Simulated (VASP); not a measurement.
# V (Im-3m) in VASP: single point with PBEsol

Aim: the single point of V with PBEsol.

All numbers are computed with VASP 6.6.1; they aren't measurements. Logs are shortened: lines on timing, memory, paths and dates and some standing lists are left out, and cuts for length are marked.

### 1 The cell of the first run

It takes space group Im-3m (No. 229, cubic). The conventional cell has a = 2.957 Å, b = 2.957 Å, c = 2.957 Å, α = 90.00°, β = 90.00°, γ = 90.00°. V (site symmetry m-3m) has 14 V at 2.56 to 2.96 Å within 3.4 Å.

### 2 Single point, PBEsol

File INCAR:

```
SYSTEM = V
PREC = Accurate
ENCUT = 520
EDIFF = 1E-7
ISMEAR = -1
SIGMA = 0.13605693000000002
LREAL = .FALSE.
LASPH = .TRUE.
NELM = 100
ALGO = Normal
ISIF = 2
LWAVE = .FALSE.
LCHARG = .FALSE.
GGA = PS
NBANDS = 12
```

File KPOINTS:

```
regular mesh
0
G
  16 16 16
  0 0 0
```

File POSCAR:

```
V
1.0
   -1.4782795933      1.4782795933      1.4782795933
    1.4782795933     -1.4782795933      1.4782795933
    1.4782795933      1.4782795933     -1.4782795933
V
1
Direct
    0.0000000000      0.0000000000      0.0000000000
```

Potentials or basis: VASP PAW PBE potentials, release 64 (V_sv).

Command:

```console
$ cat potpaw_PBE.64/V_sv/POTCAR > POTCAR
$ mpirun -np 1 vasp_std > vasp.out
```

OUTCAR:

```text
SYSTEM = V
   PREC = Accurate
   ENCUT = 520
   EDIFF = 1E-7
   ISMEAR = -1
   LREAL = .FALSE.
   LASPH = .TRUE.
   NELM = 100
   ISIF = 2
   GGA = PS

 ion  position               nearest neighbor table
   1  0.000  0.000  0.000-

  LATTYP: Found a body centered cubic cell.
 ALAT       =     2.9565591866

  Lattice vectors:

 A1 = (  -1.4782795933,   1.4782795933,   1.4782795933)
 A2 = (   1.4782795933,  -1.4782795933,   1.4782795933)
 A3 = (   1.4782795933,   1.4782795933,  -1.4782795933)

Analysis of symmetry for initial positions (statically):
=====================================================================
 Subroutine PRICEL returns:
 Original cell was already a primitive cell.

 Routine SETGRP: Setting up the symmetry group for a
 body centered cubic supercell.

 Subroutine GETGRP returns: Found 48 space group operations
 (whereof 48 operations were pure point group operations)
 out of a pool of 48 trial point group operations.

The static configuration has the point symmetry O_h .

Analysis of symmetry for dynamics (positions and initial velocities):
=====================================================================
 Subroutine PRICEL returns:
 Original cell was already a primitive cell.

 Routine SETGRP: Setting up the symmetry group for a
 body centered cubic supercell.

 Subroutine GETGRP returns: Found 48 space group operations
 (whereof 48 operations were pure point group operations)
 out of a pool of 48 trial point group operations.

The dynamic configuration has the point symmetry O_h .

 Subroutine INISYM returns: Found 48 space group operations
 (whereof 48 operations are pure point group operations),
 and found     1 'primitive' translations

----------------------------------------------------------------------------------------

                                     Primitive cell

  volume of cell :      12.9220

  direct lattice vectors                    reciprocal lattice vectors
    -1.478279593  1.478279593  1.478279593     0.000000000  0.338231010  0.338231010
     1.478279593 -1.478279593  1.478279593     0.338231010  0.000000000  0.338231010
     1.478279593  1.478279593 -1.478279593     0.338231010  0.338231010  0.000000000

  length of vectors
     2.560455363  2.560455363  2.560455363     0.478330882  0.478330882  0.478330882

  position of ions in fractional coordinates (direct lattice)
     0.000000000  0.000000000  0.000000000

  ion indices of the primitive-cell ions
   primitive index   ion index
                 1           1

----------------------------------------------------------------------------------------

 KPOINTS: regular mesh

Automatic generation of k-mesh.
 Grid dimensions read from file:
 generate k-points for:   16   16   16

 Generating k-lattice:

  Cartesian coordinates                     Fractional coordinates (reciprocal lattice)
     0.000000000  0.021139438  0.021139438     0.062500000  0.000000000  0.000000000
     0.021139438  0.000000000  0.021139438     0.000000000  0.062500000  0.000000000
     0.021139438  0.021139438  0.000000000     0.000000000  0.000000000  0.062500000

  Length of vectors
     0.029895680  0.029895680  0.029895680

  Shift w.r.t. Gamma in fractional coordinates (k-lattice)
     0.000000000  0.000000000  0.000000000

 Subroutine IBZKPT returns following result:
 ===========================================

 Found    145 irreducible k-points:

 Following reciprocal coordinates:
            Coordinates               Weight
  0.000000  0.000000  0.000000      1.000000
  0.062500  0.000000  0.000000     12.000000
  0.125000  0.000000  0.000000     12.000000
  0.187500  0.000000  0.000000     12.000000
  0.250000  0.000000  0.000000     12.000000
  0.312500  0.000000  0.000000     12.000000
[... 16 lines left out ...]
  0.187500  0.187500  0.000000     24.000000
  0.250000  0.187500  0.000000     48.000000
 [... further k-points ...]
   k-points           NKPTS =    145   k-points in BZ     NKDIM =    145   number of bands    NBANDS=     12
   number of dos      NEDOS =    301   number of ions     NIONS =      1
   total plane-waves  NPLWV =   8000
   dimension x,y,z NGX =    20 NGY =   20 NGZ =   20
   dimension x,y,z NGXF=    40 NGYF=   40 NGZF=   40
   ions per type =               1
   NGX,Y,Z   is equivalent  to a cutoff of  12.99, 12.99, 12.99 a.u.
   NGXF,Y,Z  is equivalent  to a cutoff of  25.97, 25.97, 25.97 a.u.
 SYSTEM =  V
   PREC   = accura    normal or accurate (medium, high low for compatibility)
   ISTART =      0    job   : 0-new  1-cont  2-samecut
   ICHARG =      2    charge: 1-file 2-atom 10-const
   ISPIN  =      1    spin polarized calculation?
   LNONCOLLINEAR =      F non collinear calculations
   LSORBIT =      F    spin-orbit coupling
   LASPH  =      T    aspherical Exc in radial PAW
   ENCUT  =  520.0 eV  38.22 Ry    6.18 a.u.   4.76  4.76  4.76*2*pi/ulx,y,z
   NELM   =    100;   NELMIN=  2; NELMDL= -5     # of ELM steps
   EDIFF  = 0.1E-06   stopping-criterion for ELM
   LREAL  =      F    real-space projection
   EDIFFG = 0.1E-05   stopping-criterion for IOM
   NSW    =      0    number of steps for IOM
   IBRION =     -1    ionic relax: 0-MD 1-quasi-New 2-CG
   NFREE  =      0    steps in history (QN), initial steepest desc. (CG)
   ISIF   =      2    stress and relaxation
   ISYM   =      2    0-nonsym 1-usesym 2-fastsym
   POTIM  = 0.5000    time-step for ionic-motion
   TEBEG  =    0.0;   TEEND  =   0.0 temperature during run
   PSTRESS=    0.0 pullay stress
   NELECT =      13.0000    total number of electrons
   NUPDOWN=      -1.0000    fix difference up-down
   EMIN   =  10.00;   EMAX   =-10.00  energy-range for DOS
   EFERMI =   0.00;   METHOD = LEGACY
   ISMEAR =    -1;   SIGMA  =   0.14  broadening in eV -4-tet -1-fermi 0-gaus
   EFERMI_NEDOS =   21; number of points for ismear=-14 and -15
   IALGO  =     38    algorithm
   IMIX   =      4    mixing-type and parameters
     AMIX     =   0.40;   BMIX     =  1.00
     AMIX_MAG =   1.60;   BMIX_MAG =  1.00
  volume/ion in A,a.u.               =      12.92        87.20
  Fermi-wavevector in a.u.,A,eV,Ry     =   1.640386  3.099880 36.611455  2.690866
  Thomas-Fermi vector in A             =   2.731033
   LORBIT       =      0    0 simple, 1 ext, 2 COOP (PROOUT), +10 PAW based schemes
   GGA     = PS    functional components
   LHFCALC =     F    Hartree Fock is set to
   AEXX    =    0.0000 exact exchange contribution
   IVDW    =     0    specifies the selected vdW correction
   LEPSILON=     F    determine dielectric tensor
   LRPA    =     F    only Hartree local field effects (RPA)
 non-spin polarized calculation
  energy-cutoff  :      520.00
  volume of cell :       12.92
 maximum number of plane-waves:       370
   NGX =  9   NGY =  9   NGZ =  9

 number of electron      13.0000003 magnetization

 Free energy of the ion-electron system (eV)
  ---------------------------------------------------
  ext. energy  EPLUGINS =         0.00000000
  ---------------------------------------------------
  free energy    TOTEN  =        -9.68409890 eV

  energy without entropy =       -9.58622428  energy(sigma->0) =       -9.63516159

 E-fermi :  10.1225     XC(G=0): -13.2869

 val. band max:       10.1053869272   @ k =   0.3125   0.1250   0.0625
 cond. band min:      10.1243019215   @ k =   0.3750   0.1875   0.0000
 fundamental gap:      0.0189149942
 Fermi energy:        10.1224902502

 k-point     1 :       0.0000    0.0000    0.0000
  band No.  band energies     occupation
      1     -53.3319      2.00000
      2     -26.6606      2.00000
      3     -26.6606      2.00000
      4     -26.6606      2.00000
      5       3.4021      2.00000
      6      10.5133      0.10705
      7      10.5133      0.10705
      8      10.5133      0.10705
      9      12.6259      0.00000
     10      12.6259      0.00000
     11      30.8973      0.00000
     12      30.8973      0.00000

 k-point     2 :       0.0625    0.0000    0.0000
  band No.  band energies     occupation
      1     -53.3231      2.00000
      2     -26.7021      2.00000
      3     -26.6732      2.00000
      4     -26.6610      2.00000
      5       3.5667      2.00000
      6      10.4412      0.17529
      7      10.4979      0.11916
      8      10.6330      0.04585
      9      12.5421      0.00000
     10      12.6304      0.00000
     11      30.6509      0.00000
     12      30.8835      0.00000

 k-point     3 :       0.1250    0.0000    0.0000
  band No.  band energies     occupation
      1     -53.2977      2.00000
      2     -26.8194      2.00000
      3     -26.7086      2.00000
      4     -26.6619      2.00000
      5       4.0416      2.00000
      6      10.2412      0.58951
      7      10.4233      0.19759
      8      10.9828      0.00358
      9      12.3641      0.00000
     10      12.6474      0.00000
     11      29.8780      0.00000
     12      30.6926      0.00000

 k-point     4 :       0.1875    0.0000    0.0000
  band No.  band energies     occupation
      1     -53.2596      2.00000
      2     -26.9923      2.00000
      3     -26.7615      2.00000
      4     -26.6634      2.00000
      5       4.7649      2.00000
      6       9.9549      1.54824
      7      10.2489      0.56625
      8      11.5338      0.00006
      9      12.2509      0.00000
     10      12.6844      0.00000
     11      28.5431      0.00000
     12      30.0583      0.00000

 k-point     5 :       0.2500    0.0000    0.0000
  band No.  band energies     occupation
      1     -53.2143      2.00000
      2     -27.1926      2.00000
      3     -26.8232      2.00000
      4     -26.6651      2.00000
      5       5.6062      2.00000
      6       9.6352      1.94582
      7      10.0624      1.21728
      8      12.2347      0.00000
      9      12.2852      0.00000
     10      12.7465      0.00000
     11      26.7540      0.00000
     12      29.0483      0.00000
[... 228 lines left out ...]
      1     -53.0946      2.00000
      2     -27.6170      2.00000
      3     -27.0188      2.00000
      4     -26.7218      2.00000
      5       7.1550      2.00000
      6       8.9728      1.99957
      7      10.5740      0.06987
      8      12.5404      0.00000
      9      13.2395      0.00000
     10      15.1968      0.00000
     11      21.3788      0.00000
     12      25.7813      0.00000

 k-point    22 :       0.4375    0.1250    0.0000
  band No.  band energies     occupation
      1     -53.0860      2.00000
      2     -27.6471      2.00000
      3     -27.0347      2.00000
      4     -26.7226      2.00000
      5       7.1460      2.00000
      6       8.9297      1.99969
      7      10.8083      0.01285
      8      12.5676      0.00000
      9      13.3276      0.00000
     10      15.5311      0.00000
     11      20.7261      0.00000
     12      25.6000      0.00000

 k-point    23 :       0.1875    0.1875    0.0000
  band No.  band energies     occupation
      1     -53.1582      2.00000
      2     -27.3665      2.00000
      3     -26.9032      2.00000
      4     -26.7346      2.00000
      5       6.7716      2.00000
      6       9.2951      1.99544
      7       9.5933      1.95990
      8      12.1263      0.00000
      9      13.0126      0.00000
     10      13.6289      0.00000
     11      25.8037      0.00000
     12      26.3447      0.00000

 k-point    24 :       0.2500    0.1875    0.0000
  band No.  band energies     occupation
      1     -53.1223      2.00000
      2     -27.4711      2.00000
      3     -26.9884      2.00000
      4     -26.7480      2.00000
      5       7.3660      2.00000
      6       9.0599      1.99919
      7       9.6202      1.95137
      8      12.2692      0.00000
      9      13.1008      0.00000
     10      14.6197      0.00000
     11      24.0348      0.00000
     12      25.3170      0.00000

 [... further k-points ...]

------------------------ aborting loop because EDIFF is reached ----------------------------------------

  FORCE on cell =-STRESS in cart. coord.  units (eV):
  Direction    XX          YY          ZZ          XY          YZ          ZX
  --------------------------------------------------------------------------------------
  -------------------------------------------------------------------------------------
  Total        0.1060394      0.1060394      0.1060394      0.0000000      0.0000000      0.0000000
  in kB       13.1476443     13.1476443     13.1476443      0.0000000      0.0000000      0.0000000
  external PRESSURE =      13.1476443 kB  Pullay stress =       0.0000000 kB

 VOLUME and BASIS-vectors are now :
 -----------------------------------------------------------------------------
  energy-cutoff  :      520.00
  volume of cell :       12.92
      direct lattice vectors                 reciprocal lattice vectors
    -1.478279593  1.478279593  1.478279593     0.000000000  0.338231010  0.338231010
     1.478279593 -1.478279593  1.478279593     0.338231010  0.000000000  0.338231010
     1.478279593  1.478279593 -1.478279593     0.338231010  0.338231010  0.000000000

 POSITION                                       TOTAL-FORCE (eV/Angst)
 -----------------------------------------------------------------------------------
      0.00000      0.00000      0.00000         0.000000     -0.000000     -0.000000
 -----------------------------------------------------------------------------------
    total drift:                               -0.000000     -0.000000      0.000000

  FREE ENERGIE OF THE ION-ELECTRON SYSTEM (eV)
  ---------------------------------------------------
  free  energy   TOTEN  =        -9.6840988979 eV

  energy  without entropy=       -9.5862242849  energy(sigma->0) =       -9.63516159
```

Run time: 16 s. Hardware: 1 thread of AMD EPYC 9R14 (Zen 4), shared host; peak memory 0.11 GiB.

What came out:

* Free energy: -9.6841 eV
* Pressure: 1.3 GPa

Levels at points of the mesh, in eV from the Fermi level:
```csv
k point,band 3,band 4,band 5,band 6,band 7,band 8,band 9,band 10,band 11,band 12
"(0.00, 0.00, 0.00)",-36.78,-36.78,-6.72,0.39,0.39,0.39,2.50,2.50,20.77,20.77
"(0.50, 0.00, 0.00)",-37.10,-36.79,-3.36,-1.25,1.77,2.52,2.89,4.34,10.67,16.16
"(0.50, 0.50, 0.50)",-37.49,-37.49,-3.24,-3.24,3.92,3.92,3.92,10.54,10.54,10.54
```

Caveat: the PAW data sets were made with another functional, which shifts forces and pressure a little.
